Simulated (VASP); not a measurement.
A run of VASP 6.6.1:

File INCAR:

```
SYSTEM = Si5Ge
ALGO = Normal ; EDIFF = 1E-6
EDIFFG = -0.04 ; ENCUT = 600
GGA = PE ; IBRION = 2
ISIF = 3 ; ISMEAR = 0
LASPH = .TRUE. ; LCHARG = .FALSE.
LREAL = .FALSE. ; LWAVE = .FALSE.
NELM = 100 ; NSW = 90
PREC = Accurate ; SIGMA = 0.1
```

Contents of KPOINTS:

```
k-points
0
G
  6 4 2
  0 0 0
```

POSCAR

```
Si5Ge
1.0
    2.8211855700      0.0000000000      0.0000000000
    0.0000000000      3.9897589000      0.0000000000
    0.0000000000      0.0000000000      8.4635567200
Si Ge
5 1
Direct
    0.0000000000      0.0000000000      0.8333333300
    0.5000000000      0.5000000000      0.0000000000
    0.0000000000      0.0000000000      0.1666666700
    0.5000000000      0.5000000000      0.3333333300
    0.5000000000      0.5000000000      0.6666666700
    0.0000000000      0.0000000000      0.5000000000
```

Potentials or basis: VASP PAW PBE potentials, release 64 (Si, Ge_d).

Launch:

```console
$ cat potpaw_PBE.64/Si/POTCAR potpaw_PBE.64/Ge_d/POTCAR > POTCAR
$ mpirun -np 1 vasp_std > vasp.out
```

Hardware: 1 thread of Intel Xeon 6975P-C (shared host).

**Question.** How long does it take, and how much memory?

**Answer.** Wall time 6.8 min on 1 thread of Intel Xeon 6975P-C, on a shared host, peak memory 0.26 GiB. Counts: scf iterations 128, k points 24, ion steps 20.
